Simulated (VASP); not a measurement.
TiCo:

```xyz
2
Lattice="2.9861 0.0000 0.0000 0.0000 2.9861 0.0000 0.0000 0.0000 2.9861" Properties=species:S:1:pos:R:3 pbc="T T T"
Co    1.4931    1.4931    1.4931
Ti    0.0000    0.0000    0.0000
```

Base run:

```yaml
Program: VASP 6.6.1
Functional: r2SCAN
Potentials_or_basis: VASP PAW PBE potentials, release 64 (Co, Ti_sv)
Cutoff: 520 eV
k_mesh: 9 × 9 × 9
Occupations: fermi-dirac, width 0.05 eV
Spin: collinear spin, ferromagnetic start
Starting_moments: "[2.0, 1.0] μB"
```

Its results: pressure 0.7 GPa; net moment 0.87 μB per cell; site moments Co +1.37; Ti -0.29 μB.

Task: The run is repeated on the same cell with these changes: functional from r2SCAN to PBE; occupations from fermi-dirac, width 0.05 eV to gaussian, width 0.027 eV. What comes out?

Result: Pressure -0.8 GPa; net moment 0.84 μB per cell; site moments Co +0.92; Ti -0.03 μB.

Caveats: the PAW data sets were made with another functional, which shifts forces and pressure a little (at least some runs).
